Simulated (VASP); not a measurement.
Set up this calculation in VASP 6.6.1, as the native input.

```
Task                   : electric field gradients
Functional             : LDA
Potentials or basis    : VASP PAW LDA potentials, release 64 (Nb_sv, H)
Cutoff                 : 520 eV
k mesh                 : 15 × 15 × 15
Occupations            : fermi-dirac, width 0.03 eV
Spin                   : no spin polarisation
Dipole correction      : no
Further INCAR settings : ALGO = Normal; EDIFF = 1e-08; NBANDS = 14
```

The structure of NbH2 lies in POSCAR:

```
NbH2
1.0
    0.0000000000      2.3115231798      2.3115231798
    2.3115231798      0.0000000000      2.3115231798
    2.3115231798      2.3115231798      0.0000000000
Nb H
1 2
Direct
    0.0000000000      0.0000000000      0.0000000000
    0.2500000000      0.2500000000      0.2500000000
    0.7500000000      0.7500000000      0.7500000000
```

This cell differs from its parent crystal: volume scaled by 1.04.

The input as run:

INCAR

```
SYSTEM = NbH2
  PREC = Accurate
  ENCUT = 520
  EDIFF = 1E-8
  ISMEAR = -1
  SIGMA = 0.03
  LREAL = .False.
  LASPH = .True.
  NELM = 100
  ALGO = Normal
  ISIF = 2
  LWAVE = .False.
  LCHARG = .False.
  GGA = CA
  LEFG = .True.
  NBANDS = 14
```

KPOINTS

```
Automatic mesh
0
Gamma
  15 15 15
  0 0 0
```

Potentials or basis: VASP PAW LDA potentials, release 64 (Nb_sv, H).

Command:

```sh
$ cat potpaw_LDA.64/Nb_sv/POTCAR potpaw_LDA.64/H/POTCAR > POTCAR
$ mpirun -np 1 vasp_std > vasp.out
```

It gave:

```json
{
 "Pressure": "-14.3 GPa"
}
```

Caveat: without QUAD_EFG the Cq values of the log hold for a quadrupole moment of 1 mb, not for the nuclei.

Run time: 17 s on 1 thread of Intel(R) Xeon(R) Platinum 8488C (Sapphire Rapids) (shared host), peak memory 0.16 GiB.
